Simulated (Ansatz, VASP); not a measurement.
**Two plane-wave programs on MoH3**

```
H Mo
1.0
     2.90720    0.00000    0.00000
     0.00000    2.90720    0.00000
     0.00000    0.00000    2.90720
H Mo
3 1
Direct
  0.50000 0.00000 0.00000
  0.00000 0.50000 0.00000
  0.00000 0.00000 0.50000
  0.50000 0.50000 0.50000
```

Change from the starting cell: species swapped into the AlPt3 type (P4/mbm, No. 127).

Alike in both runs: task single point; functional PBE; k mesh 6 × 6 × 6; occupations gaussian, width 0.1 eV; collinear spin.

```csv
,VASP,Ansatz
version,VASP 6.6.1,Ansatz 0.2.0
potentials or method,"VASP PAW PBE potentials, release 64 (H, Mo_sv), cutoff 520 eV","scalar-relativistic, plane waves, PAW"
valence electrons in the cell,17,17
```

```csv
,VASP,Ansatz,Ansatz less VASP
gap on the k mesh at the Fermi level (eV),none,none,-
pressure (GPa),3.6,3.5,-0.07
net moment per atom (μB),0.33,0.33,0.000
size of the moment on the site where the two differ most (μB),1.22,0.76,-0.460
```

Site moments also hang on the region over which each program counts them. A gap of «none» marks a metal or a gap that the smearing closes.

The k mesh is coarse, so the values compare programs but aren't converged.
